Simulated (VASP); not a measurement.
A run of VASP 6.6.1:

INCAR

```
  ALGO = Normal
  EDIFF = 1E-7
  ENCUT = 520
  GGA = PE
  ISIF = 2
  ISMEAR = -1
  LASPH = T
  LCHARG = F
  LREAL = F
  LWAVE = F
  NBANDS = 59
  NELM = 80
  PREC = Accurate
  SIGMA = 0.02
```

File KPOINTS:

```
k-points
0
Gamma
  4 4 4
```

POSCAR

```
Lu3AlAs4
1.0
    5.7005904007      0.0000000000      0.0000000000
    0.0000000000      5.7005904007      0.0000000000
    0.0000000000      0.0000000000      5.7005904007
Al As Lu
1 4 3
Direct
    0.0000000000      0.0000000000      0.0000000000
    0.5000000000      0.5000000000      0.5000000000
    0.0000000000      0.0000000000      0.5000000000
    0.0000000000      0.5000000000      0.0000000000
    0.5000000000      0.0000000000      0.0000000000
    0.5000000000      0.5000000000      0.0000000000
    0.5000000000      0.0000000000      0.5000000000
    0.0000000000      0.5000000000      0.5000000000
```

Potentials or basis: VASP PAW PBE potentials, release 64 (Al, As, Lu).

Launch:

```bash
$ cat potpaw_PBE.64/Al/POTCAR potpaw_PBE.64/As/POTCAR potpaw_PBE.64/Lu/POTCAR > POTCAR
$ mpirun -np 1 vasp_std > vasp.out
```

Hardware: 1 thread of Intel(R) Xeon(R) 6975P-C (Granite Rapids) (shared host).

Question: How long does it take, and how much memory?

Answer: It took 69 s on 1 thread of Intel(R) Xeon(R) 6975P-C (Granite Rapids), with other jobs on the host, peak memory 0.31 GiB. Counts: scf iterations 16, k points 10.
